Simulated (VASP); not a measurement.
Write the native input for VASP 6.6.1 that does the following.

| Item | Value |
| --- | --- |
| Task | single point |
| Functional | PBEsol |
| Potentials or basis | VASP PAW PBE potentials, release 64 (Zn, O) |
| Cutoff | 520 eV |
| k mesh | 12 × 12 × 4 |
| Occupations | gaussian, width 0.05 eV |
| Spin | no spin polarisation |
| Dipole correction | no |
| Further INCAR settings | ALGO = Normal; EDIFF = 1e-06; NBANDS = 26 |

The structure of ZnO lies in POSCAR:

```
ZnO
1.0
    3.4709990577      0.0000000000      0.0000000000
   -1.7354995288      3.0059733605      0.0000000000
    0.0000000000      0.0000000000      6.3982670479
Zn O
2 2
Direct
    0.0000000000      0.0000000000      0.7500000000
    0.0000000000      0.0000000000      0.2500000000
    0.3333333333      0.6666666667      0.2500000000
    0.6666666667      0.3333333333      0.7500000000
```

This cell differs from its parent crystal: ratio of the length along z to the lengths across it x 0.85, volume and fractional coordinates fixed.

One way to write it, as run:

INCAR

```
ALGO = Normal
EDIFF = 1E-6
ENCUT = 520
GGA = PS
ISIF = 2
ISMEAR = 0
LASPH = T
LCHARG = T
LELF = T
LREAL = F
LVHAR = T
LWAVE = F
NBANDS = 26
NELM = 100
PREC = Accurate
SIGMA = 0.05
```

KPOINTS

```
k-points
0
Gamma
  12 12 4
```

Potentials or basis: VASP PAW PBE potentials, release 64 (Zn, O).

Launch:

```console
$ cat potpaw_PBE.64/Zn/POTCAR potpaw_PBE.64/O/POTCAR > POTCAR
$ mpirun -np 1 vasp_std > vasp.out
```

It gave:

| Property | Result |
| --- | --- |
| Pressure | -15.2 GPa |
| Band gap on the k mesh | 0.43 eV |

Caveat: the stress differs along the axes, from -22 to -1 GPa; semilocal functionals underestimate gaps, and a narrow one can read as zero; the PAW data sets were made with another functional, which shifts forces and pressure a little.

Run time: 2.9 min on 1 thread of Intel Xeon 8259CL (shared host), peak memory 0.23 GiB.
